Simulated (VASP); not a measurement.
## ZnS: single point with PBE

The system is ZnS.

```
Zn S
1.0
     3.98136    0.00000    0.00000
    -1.99068    3.33136    0.00000
     0.00000    0.00000   12.59023
Zn S
4 4
Cartesian
  0.0000 0.0000 0.0006
  0.0000 0.0000 6.2957
  0.0000 2.2209 3.1479
  1.9907 1.1105 9.4430
  0.0000 0.0000 2.3580
  0.0000 0.0000 8.6531
  0.0000 2.2209 5.5099
  1.9907 1.1105 11.8050
```

This cell differs from its parent crystal: strain +0.0350 x Voigt [1, 0, 0, 0, 0, 0].

```
Program                : VASP 6.6.1
Task                   : single point
Functional             : PBE
Potentials or basis    : VASP PAW PBE potentials, release 64 (Zn, S)
Cutoff                 : 520 eV
k mesh                 : 12 × 12 × 2
Occupations            : gaussian, width 0.05 eV
Spin                   : no spin polarisation
Dipole correction      : no
Further INCAR settings : ALGO = Normal; EDIFF = 1e-06; NBANDS = 46
```

```yaml
Pressure: -2.0 GPa
Largest_force: 0.182 eV/Å
Band_gap_on_the_k_mesh: 1.87 eV
```

Forces on the atoms (eV/Å):
```
Zn   0.000  0.113 -0.077
Zn   0.000 -0.113 -0.077
Zn   0.000  0.101 -0.073
Zn   0.000 -0.101 -0.073
S    0.000 -0.112  0.073
S    0.000  0.112  0.073
S    0.000  0.165  0.078
S    0.000 -0.165  0.078
```

Stress tensor (GPa, compression positive):
```
-4.14  0.00  0.00
 0.00 -1.09  0.00
 0.00  0.00 -0.71
```

Levels at points of the mesh, in eV from the valence-band top:
```csv
k point,band 34,band 35,band 36,band 37,band 38,band 39
"(0.00, 0.00, 0.00)",-0.10,-0.03,0.00,1.87,2.95,3.12
"(0.50, 0.00, 0.00)",-1.43,-0.99,-0.74,3.31,3.42,3.80
"(0.00, 0.50, 0.00)",-1.41,-1.04,-0.93,3.14,3.30,3.48
"(0.00, 0.00, 0.50)",-0.24,-0.14,-0.14,2.71,2.71,3.07
"(0.50, 0.00, 0.50)",-1.39,-0.96,-0.96,3.72,3.72,4.03
"(0.00, 0.50, 0.50)",-1.40,-1.16,-1.16,3.46,3.46,3.76
```

It took 15 min on 1 thread of Intel(R) Xeon(R) Platinum 8259CL CPU @ 2.50GHz (Skylake/Cascade Lake) (shared host), peak memory 0.61 GiB.

Caveat: the cell differs from its parent crystal (strain +0.0350 x Voigt [1, 0, 0, 0, 0, 0]). A k mesh can miss the band edges.
